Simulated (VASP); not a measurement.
# HfC (Fm-3m) in VASP: settings compared

The runs below take HfC through single point, with PBEsol, BLYP+D4.

All numbers are computed with VASP 6.6.1; they aren't measurements. Logs are shortened: lines on timing, memory, paths and dates and some standing lists are left out, and cuts for length are marked.

**1. The cell of the first run**

The structure is cubic, space group Fm-3m (No. 225). The conventional cell has a = 4.650 Å, b = 4.650 Å, c = 4.650 Å, α = 90.00°, β = 90.00°, γ = 90.00°. Within 3.1 Å of Hf (site symmetry m-3m) lie 6 C at 2.33 Å. Within 3.1 Å of C (site symmetry m-3m) lie 6 Hf at 2.33 Å.

**2. Single point, PBEsol**

INCAR reads:

```
SYSTEM = HfC
ALGO = Normal
EDIFF = 1E-6
ENCUT = 600
GGA = PS
GGA_COMPAT = .False.
ISIF = 2
ISMEAR = 0
LASPH = .True.
LCHARG = .False.
LREAL = .False.
LWAVE = .False.
NBANDS = 14
NELM = 120
PREC = Accurate
SIGMA = 0.02
```

KPOINTS reads:

```
k-points
0
Gamma
  10 10 10
  0 0 0
```

POSCAR reads:

```
HfC
1.0
    0.0000000000      2.3250000000      2.3250000000
    2.3250000000      0.0000000000      2.3250000000
    2.3250000000      2.3250000000      0.0000000000
Hf C
1 1
Direct
    0.5000000000      0.5000000000      0.5000000000
    0.0000000000      0.0000000000      0.0000000000
```

Potentials or basis: VASP PAW PBE potentials, release 64 (Hf_pv, C).

Command:

```sh
$ cat potpaw_PBE.64/Hf_pv/POTCAR potpaw_PBE.64/C/POTCAR > POTCAR
$ mpirun -np 1 vasp_std > vasp.out
```

OUTCAR:

```text
SYSTEM = HfC
   EDIFF = 1E-6
   ENCUT = 600
   GGA = PS
   ISIF = 2
   ISMEAR = 0
   LASPH = .True.
   LREAL = .False.
   NELM = 120
   PREC = Accurate

 ion  position               nearest neighbor table
   1  0.500  0.500  0.500-   2 2.33   2 2.33   2 2.33   2 2.33   2 2.33   2 2.33
   2  0.000  0.000  0.000-   1 2.33   1 2.33   1 2.33   1 2.33   1 2.33   1 2.33

  LATTYP: Found a face centered cubic cell.
 ALAT       =     4.6500000000

  Lattice vectors:

 A1 = (   0.0000000000,   2.3250000000,   2.3250000000)
 A2 = (   2.3250000000,   0.0000000000,   2.3250000000)
 A3 = (   2.3250000000,   2.3250000000,   0.0000000000)

Analysis of symmetry for initial positions (statically):
=====================================================================
 Subroutine PRICEL returns:
 Original cell was already a primitive cell.

 Routine SETGRP: Setting up the symmetry group for a
 face centered cubic supercell.

 Subroutine GETGRP returns: Found 48 space group operations
 (whereof 48 operations were pure point group operations)
 out of a pool of 48 trial point group operations.

The static configuration has the point symmetry O_h .

Analysis of symmetry for dynamics (positions and initial velocities):
=====================================================================
 Subroutine PRICEL returns:
 Original cell was already a primitive cell.

 Routine SETGRP: Setting up the symmetry group for a
 face centered cubic supercell.

 Subroutine GETGRP returns: Found 48 space group operations
 (whereof 48 operations were pure point group operations)
 out of a pool of 48 trial point group operations.

The dynamic configuration has the point symmetry O_h .

 Subroutine INISYM returns: Found 48 space group operations
 (whereof 48 operations are pure point group operations),
 and found     1 'primitive' translations

----------------------------------------------------------------------------------------

                                     Primitive cell

  volume of cell :      25.1362

  direct lattice vectors                    reciprocal lattice vectors
     0.000000000  2.325000000  2.325000000    -0.215053763  0.215053763  0.215053763
     2.325000000  0.000000000  2.325000000     0.215053763 -0.215053763  0.215053763
     2.325000000  2.325000000  0.000000000     0.215053763  0.215053763 -0.215053763

  length of vectors
     3.288046533  3.288046533  3.288046533     0.372484045  0.372484045  0.372484045

  position of ions in fractional coordinates (direct lattice)
[... 85 lines left out ...]
   ISIF   =      2    stress and relaxation
   ISYM   =      2    0-nonsym 1-usesym 2-fastsym
   POTIM  = 0.5000    time-step for ionic-motion
   TEBEG  =    0.0;   TEEND  =   0.0 temperature during run
   PSTRESS=    0.0 pullay stress
   NELECT =      14.0000    total number of electrons
   NUPDOWN=      -1.0000    fix difference up-down
   EMIN   =  10.00;   EMAX   =-10.00  energy-range for DOS
   EFERMI =   0.00;   METHOD = LEGACY
   ISMEAR =     0;   SIGMA  =   0.02  broadening in eV -4-tet -1-fermi 0-gaus
   EFERMI_NEDOS =   21; number of points for ismear=-14 and -15
   IALGO  =     38    algorithm
   IMIX   =      4    mixing-type and parameters
     AMIX     =   0.40;   BMIX     =  1.00
     AMIX_MAG =   1.60;   BMIX_MAG =  1.00
  volume/ion in A,a.u.               =      12.57        84.81
  Fermi-wavevector in a.u.,A,eV,Ry     =   1.346949  2.545365 24.684672  1.814272
  Thomas-Fermi vector in A             =   2.474740
   LORBIT       =      0    0 simple, 1 ext, 2 COOP (PROOUT), +10 PAW based schemes
   GGA     = PS    functional components
   LHFCALC =     F    Hartree Fock is set to
   AEXX    =    0.0000 exact exchange contribution
   IVDW    =     0    specifies the selected vdW correction
   LEPSILON=     F    determine dielectric tensor
   LRPA    =     F    only Hartree local field effects (RPA)
 non-spin polarized calculation
 Gauss-broadening in eV      SIGMA  =   0.02
  energy-cutoff  :      600.00
  volume of cell :       25.14
 maximum number of plane-waves:       869
 NGX is ok and might be reduce to    28
   NGX = 13   NGY = 13   NGZ = 13

 number of electron      14.0000000 magnetization

 Free energy of the ion-electron system (eV)
  ---------------------------------------------------
  ext. energy  EPLUGINS =         0.00000000
  ---------------------------------------------------
  free energy    TOTEN  =       -22.17782622 eV

  energy without entropy =      -22.17765462  energy(sigma->0) =      -22.17774042

 E-fermi :   5.8296     XC(G=0): -12.4205

 val. band max:        5.8251220350   @ k =   0.1000   0.0000   0.0000
 cond. band min:       5.9576251454   @ k =   0.1000   0.1000   0.0000
 fundamental gap:      0.1325031104
 Fermi energy:         5.8296281363

 k-point     1 :       0.0000    0.0000    0.0000
  band No.  band energies     occupation
      1     -23.6943      2.00000
      2     -23.6943      2.00000
      3     -23.6943      2.00000
      4      -6.4836      2.00000
      5       6.8319      0.00000
      6       6.8319      0.00000
      7       6.8319      0.00000
      8       7.1507      0.00000
      9       7.1507      0.00000
     10       7.1507      0.00000
     11       9.1697      0.00000
     12       9.1697      0.00000
     13      12.6347      0.00000
     14      16.7508      0.00000
[... 377 lines left out ...]
      1     -24.1913      2.00000
      2     -23.8942      2.00000
      3     -23.8733      2.00000
      4      -4.3689      2.00000
      5       2.0798      2.00000
      6       3.9751      2.00000
      7       5.1019      2.00000
      8       6.0066      0.00000
      9      11.1550      0.00000
     10      12.1744      0.00000
     11      12.3083      0.00000
     12      14.0786      0.00000
     13      17.3489      0.00000
     14      18.4373      0.00000

 [... further k-points ...]
[... 5 lines left out ...]
  --------------------------------------------------------------------------------------
  -------------------------------------------------------------------------------------
  Total       -1.1097283     -1.1097283     -1.1097283      0.0000000     -0.0000000      0.0000000
  in kB      -70.7340251    -70.7340251    -70.7340251      0.0000000     -0.0000000      0.0000000
  external PRESSURE =     -70.7340251 kB  Pullay stress =       0.0000000 kB

 VOLUME and BASIS-vectors are now :
 -----------------------------------------------------------------------------
  energy-cutoff  :      600.00
  volume of cell :       25.14
      direct lattice vectors                 reciprocal lattice vectors
     0.000000000  2.325000000  2.325000000    -0.215053763  0.215053763  0.215053763
     2.325000000  0.000000000  2.325000000     0.215053763 -0.215053763  0.215053763
     2.325000000  2.325000000  0.000000000     0.215053763  0.215053763 -0.215053763

 POSITION                                       TOTAL-FORCE (eV/Angst)
 -----------------------------------------------------------------------------------
      2.32500      2.32500      2.32500        -0.000000      0.000000      0.000000
      0.00000      0.00000      0.00000         0.000000     -0.000000     -0.000000
 -----------------------------------------------------------------------------------
    total drift:                                0.000000      0.000000      0.000000

  FREE ENERGIE OF THE ION-ELECTRON SYSTEM (eV)
  ---------------------------------------------------
  free  energy   TOTEN  =       -22.1778262243 eV

  energy  without entropy=      -22.1776546201  energy(sigma->0) =      -22.17774042
```

OSZICAR:

```text
N       E                     dE             d eps       ncg     rms          rms(c)
DAV:   1     0.232979236755E+02    0.23298E+02   -0.83882E+03  1316   0.110E+03
DAV:   2    -0.235010466583E+02   -0.46799E+02   -0.44023E+02  1672   0.213E+02
DAV:   3    -0.250794868584E+02   -0.15784E+01   -0.15729E+01  1580   0.276E+01
DAV:   4    -0.250867321650E+02   -0.72453E-02   -0.72448E-02  1534   0.229E+00
DAV:   5    -0.250867764690E+02   -0.44304E-04   -0.44305E-04  1562   0.161E-01    0.579E+01
DAV:   6    -0.222632301775E+02    0.28235E+01   -0.10673E+01  1436   0.172E+01    0.412E+01
DAV:   7    -0.221974064233E+02    0.65824E-01   -0.51557E-01  1640   0.501E+00    0.239E+01
DAV:   8    -0.221840493203E+02    0.13357E-01   -0.71703E-02  1604   0.204E+00    0.542E+00
DAV:   9    -0.221781933841E+02    0.58559E-02   -0.21479E-02  1484   0.848E-01    0.212E+00
DAV:  10    -0.221778335311E+02    0.35985E-03   -0.14750E-03  1712   0.284E-01    0.111E-01
DAV:  11    -0.221778266433E+02    0.68877E-05   -0.87785E-05  1460   0.787E-02    0.312E-02
DAV:  12    -0.221778262243E+02    0.41903E-06   -0.24187E-06  1690   0.126E-02
   1 F= -.22177826E+02 E0= -.22177740E+02  d E =-.171604E-03
```

It took 23 s on 1 thread of Intel Xeon Platinum 8375C at 2.90GHz (Ice Lake), shared host; peak memory 0.16 GiB.

What came out:

```yaml
Free_energy: -22.1778 eV
Pressure: -7.1 GPa
Band_gap_on_the_k_mesh: zero (band 7 reaches 6.83 eV, above the bottom of band 8 at 5.41 eV)
```

Levels at points of the mesh, in eV from the Fermi level:
| k point | band 4 | band 5 | band 6 | band 7 | band 8 | band 9 | band 10 | band 11 |
| --- | --- | --- | --- | --- | --- | --- | --- | --- |
| (0.00, 0.00, 0.00) | -12.31 | 1.00 | 1.00 | 1.00 | 1.32 | 1.32 | 1.32 | 3.34 |
| (0.50, 0.00, 0.00) | -8.51 | -6.20 | -3.01 | -3.01 | 5.27 | 5.27 | 5.74 | 6.49 |
| (0.50, 0.50, 0.00) | -10.38 | -2.61 | -1.85 | -0.10 | -0.10 | 5.27 | 6.70 | 6.70 |

Caveat: the PAW data sets were made with another functional, which shifts forces and pressure a little; spin-orbit coupling is left out, which moves the levels of the heavy elements.

**3. Single point, BLYP+D4**

This run uses another cell than the first one, of 12.60 Å³/atom, 1.003 times its volume.

INCAR reads:

```
PREC = Accurate
ENCUT = 600
EDIFF = 1E-6
ISMEAR = -1
SIGMA = 0.05
LREAL = F
LASPH = T
NELM = 120
ALGO = Normal
ISIF = 2
LWAVE = F
LCHARG = F
GGA = B5
ALDAX = 1.0
AGGAX = 1.0
AGGAC = 1.0
ALDAC = 0.0
IVDW = 13
VDW_S6 = 1.0
VDW_S8 = 2.34076671
VDW_A1 = 0.44488865
VDW_A2 = 4.0933009
NBANDS = 14
GGA_COMPAT = F
```

KPOINTS reads:

```
regular mesh
0
Gamma
  10 10 10
```

POSCAR reads:

```
HfC
1.0
    0.0000000000      2.3272677755      2.3272677755
    2.3272677755      0.0000000000      2.3272677755
    2.3272677755      2.3272677755      0.0000000000
Hf C
1 1
Direct
    0.5000000000      0.5000000000      0.5000000000
    0.0000000000      0.0000000000      0.0000000000
```

Potentials or basis: VASP PAW PBE potentials, release 64 (Hf_pv, C).

Command:

```sh
$ cat potpaw_PBE.64/Hf_pv/POTCAR potpaw_PBE.64/C/POTCAR > POTCAR
$ mpirun -np 1 vasp_std > vasp.out
```

Run time: 37 s. Hardware: 1 thread of Intel Xeon Platinum 8375C at 2.90GHz (Ice Lake), shared host; peak memory 0.17 GiB.

It converged, with:

```
Free energy                : -20.0543 eV
Pressure                   : -0.1 GPa
Band gap on the k mesh     : zero (band 7 reaches 7.40 eV, above the bottom of band 8 at 6.04 eV)
Dispersion energy per atom : -0.465 eV
```

Levels at points of the mesh, in eV from the Fermi level:
| k point | band 4 | band 5 | band 6 | band 7 | band 8 | band 9 | band 10 | band 11 |
| --- | --- | --- | --- | --- | --- | --- | --- | --- |
| (0.00, 0.00, 0.00) | -12.20 | 0.93 | 0.93 | 0.93 | 1.34 | 1.34 | 1.34 | 3.28 |
| (0.50, 0.00, 0.00) | -8.56 | -6.01 | -3.02 | -3.02 | 5.12 | 5.12 | 5.64 | 6.89 |
| (0.50, 0.50, 0.00) | -10.41 | -2.46 | -1.68 | -0.11 | -0.11 | 5.13 | 6.49 | 6.49 |

Caveat: the PAW data sets were made with another functional, which shifts forces and pressure a little; spin-orbit coupling is left out, which moves the levels of the heavy elements; pairwise dispersion overbinds metals, which lowers pressure and volume.
